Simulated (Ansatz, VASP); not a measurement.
# AlN in VASP and in Ansatz

```
CELL_PARAMETERS angstrom
3.15330 0.00000 0.00000
-1.57665 2.73084 0.00000
0.00000 0.00000 5.05325
ATOMIC_POSITIONS crystal
Al 0.66667 0.33333 0.49934
Al 0.33333 0.66667 0.99934
N 0.66667 0.33333 0.88066
N 0.33333 0.66667 0.38066
```

Change from the starting cell: equal strain along all axes, cell held, atoms relaxed: +1.5 %.

Alike in both runs: functional r2SCAN; k mesh 12 × 12 × 6; occupations gaussian, width 0.02 eV; no spin polarisation.

Ansatz relaxed the structure, and its values are those at the end. VASP's run is a single point on that final structure, the one shown.

```csv
,VASP,Ansatz
version,VASP 6.6.1,Ansatz 0.2.0
potentials or method,"VASP PAW PBE potentials, release 64 (Al, N), cutoff 520 eV","scalar-relativistic, plane waves, PAW"
valence electrons in the cell,16,16
```

VASP gave:

| Property | Result |
| --- | --- |
| gap on the k mesh at the Fermi level (eV) | 4.52 |
| least direct gap on the mesh (eV) | 4.52 |
| pressure (GPa) | -9.0 |

Q: What did Ansatz give for the same quantities?

A: gap on the k mesh at the Fermi level (eV): 4.48; least direct gap on the mesh (eV): 4.48; pressure (GPa): -8.6.

VASP's potentials were made for PBE, not for r2SCAN. Ansatz's warnings: stress scf threshold loose.
